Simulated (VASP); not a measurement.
# Ca (I4/mmm) in VASP: a series of runs, part 2 of 3

VASP 6.6.1. Earlier steps stand in the parts before.

## (4) Single point, PBE (strain +0.000 along x and y, +0.080 along z)

Input file INCAR:

```
SYSTEM = Ca
ALGO = Normal
EDIFF = 1E-7
ENCUT = 520
GGA = PE
ISIF = 2
ISMEAR = 0
LASPH = .True.
LCHARG = .False.
LREAL = .False.
LWAVE = .False.
NBANDS = 11
NELM = 100
PREC = Accurate
SIGMA = 0.15
```

Input file KPOINTS:

```
k-points
0
Gamma
  14 14 14
  0 0 0
```

Input file POSCAR:

```
Ca
1.0
    0.0000000000      2.7942000000      3.0177360000
    2.7942000000      0.0000000000      3.0177360000
    2.7942000000      2.7942000000      0.0000000000
Ca
1
Direct
    0.0000000000      0.0000000000      0.0000000000
```

Potentials or basis: VASP PAW PBE potentials, release 64 (Ca_sv).

The run is started by

```console
cat potpaw_PBE.64/Ca_sv/POTCAR > POTCAR
mpirun -np 1 vasp_std > vasp.out
```

OUTCAR:

```text
SYSTEM = Ca
   EDIFF = 1E-7
   ENCUT = 520
   GGA = PE
   ISIF = 2
   ISMEAR = 0
   LASPH = .True.
   LREAL = .False.
   NELM = 100
   PREC = Accurate

 ion  position               nearest neighbor table
   1  0.000  0.000  0.000-

  LATTYP: Found a body centered tetragonal cell.
 ALAT       =     3.9515955360
 C/A-ratio  =     1.5273506474

  Lattice vectors:

 A1 = (  -2.7942000000,   0.0000000000,   3.0177360000)
 A2 = (   2.7942000000,   0.0000000000,   3.0177360000)
 A3 = (   0.0000000000,   2.7942000000,  -3.0177360000)

Analysis of symmetry for initial positions (statically):
=====================================================================
 Subroutine PRICEL returns:
 Original cell was already a primitive cell.

 Routine SETGRP: Setting up the symmetry group for a
 body centered tetragonal supercell.

 Subroutine GETGRP returns: Found 16 space group operations
 (whereof 16 operations were pure point group operations)
 out of a pool of 16 trial point group operations.

The static configuration has the point symmetry D_4h.

Analysis of symmetry for dynamics (positions and initial velocities):
=====================================================================
 Subroutine PRICEL returns:
 Original cell was already a primitive cell.

 Routine SETGRP: Setting up the symmetry group for a
 body centered tetragonal supercell.

 Subroutine GETGRP returns: Found 16 space group operations
 (whereof 16 operations were pure point group operations)
 out of a pool of 16 trial point group operations.

The dynamic configuration has the point symmetry D_4h.

 Subroutine INISYM returns: Found 16 space group operations
 (whereof 16 operations are pure point group operations),
 and found     1 'primitive' translations

----------------------------------------------------------------------------------------

                                     Primitive cell

[... 112 lines left out ...]
   LORBIT       =      0    0 simple, 1 ext, 2 COOP (PROOUT), +10 PAW based schemes
   GGA     = PE    functional components
   LHFCALC =     F    Hartree Fock is set to
   AEXX    =    0.0000 exact exchange contribution
   IVDW    =     0    specifies the selected vdW correction
   LEPSILON=     F    determine dielectric tensor
   LRPA    =     F    only Hartree local field effects (RPA)
 non-spin polarized calculation
 Gauss-broadening in eV      SIGMA  =   0.15
  energy-cutoff  :      520.00
  volume of cell :       47.12
 maximum number of plane-waves:      1307
   NGX = 15   NGY = 15   NGZ = 15

 number of electron      10.0000000 magnetization

 Free energy of the ion-electron system (eV)
  ---------------------------------------------------
  ext. energy  EPLUGINS =         0.00000000
  ---------------------------------------------------
  free energy    TOTEN  =        -1.90665731 eV

  energy without entropy =       -1.89131153  energy(sigma->0) =       -1.89898442

 E-fermi :   1.5459     XC(G=0):  -7.4024

 val. band max:        1.5447613479   @ k =  -0.3571   0.3571   0.0714
 cond. band min:       1.5474099000   @ k =  -0.2143   0.4286   0.2143
 fundamental gap:      0.0026485521
 Fermi energy:         1.5458861603

 k-point     1 :       0.0000    0.0000    0.0000
  band No.  band energies     occupation
      1     -40.7355      2.00000
      2     -21.6648      2.00000
      3     -21.6608      2.00000
      4     -21.6608      2.00000
      5      -2.2841      2.00000
      6       3.5222      0.00000
      7       3.8493      0.00000
      8       3.8493      0.00000
      9       4.4337      0.00000
     10       4.8512      0.00000
     11      10.2428      0.00000
[... 309 lines left out ...]
 k-point    24 :       0.2857    0.1429    0.0000
  band No.  band energies     occupation
      1     -40.7313      2.00000
      2     -21.7046      2.00000
      3     -21.6747      2.00000
      4     -21.6701      2.00000
      5      -1.2421      2.00000
      6       2.8645      0.00000
      7       3.5183      0.00000
      8       4.1689      0.00000
      9       4.4110      0.00000
     10       4.9958      0.00000
     11       8.6282      0.00000

 [... further k-points ...]

------------------------ aborting loop because EDIFF is reached ----------------------------------------

  FORCE on cell =-STRESS in cart. coord.  units (eV):
  Direction    XX          YY          ZZ          XY          YZ          ZX
  --------------------------------------------------------------------------------------
  -------------------------------------------------------------------------------------
  Total       -0.3909400     -0.3909400     -0.6183245      0.0000000      0.0000000     -0.0000000
  in kB      -13.2921282    -13.2921282    -21.0232952      0.0000000      0.0000000     -0.0000000
  external PRESSURE =     -15.8691839 kB  Pullay stress =       0.0000000 kB

 VOLUME and BASIS-vectors are now :
 -----------------------------------------------------------------------------
  energy-cutoff  :      520.00
  volume of cell :       47.12
      direct lattice vectors                 reciprocal lattice vectors
     0.000000000  2.794200000  3.017736000    -0.178942094  0.178942094  0.165687124
     2.794200000  0.000000000  3.017736000     0.178942094 -0.178942094  0.165687124
     2.794200000  2.794200000  0.000000000     0.178942094  0.178942094 -0.165687124

 POSITION                                       TOTAL-FORCE (eV/Angst)
 -----------------------------------------------------------------------------------
      0.00000      0.00000      0.00000        -0.000000     -0.000000      0.000000
 -----------------------------------------------------------------------------------
    total drift:                               -0.000000     -0.000000     -0.000000

  FREE ENERGIE OF THE ION-ELECTRON SYSTEM (eV)
  ---------------------------------------------------
  free  energy   TOTEN  =        -1.9066573083 eV

  energy  without entropy=       -1.8913115286  energy(sigma->0) =       -1.89898442
```

Run time: 37 s. Hardware: 1 thread of Intel Xeon 6975P-C (Granite Rapids), shared host; peak memory 0.27 GiB.

Results:

- Free energy: -1.9067 eV
- Pressure: -1.6 GPa
- Band gap on the k mesh: zero (band 5 reaches 1.80 eV, above the bottom of band 6 at 1.32 eV)

Stress tensor (GPa, compression positive):
```
-1.33  0.00  0.00
 0.00 -1.33  0.00
 0.00  0.00 -2.10
```

Levels at points of the mesh, in eV from the Fermi level:
```
           k point  band 3  band 4  band 5  band 6  band 7  band 8
(0.00, 0.00, 0.00)  -23.21  -23.21   -3.83    1.98    2.30    2.30
(0.50, 0.00, 0.00)  -23.23  -23.21   -0.94   -0.22    1.90    2.27
(0.50, 0.50, 0.00)  -23.23  -23.23   -0.55    0.36    0.71    3.73
(0.50, 0.00, 0.50)  -23.26  -23.24   -0.28    0.60    1.02    3.65
```

Caveat: the cell differs from its parent crystal (strain +0.000 along x and y, +0.080 along z).

[end of part 2 of 3]
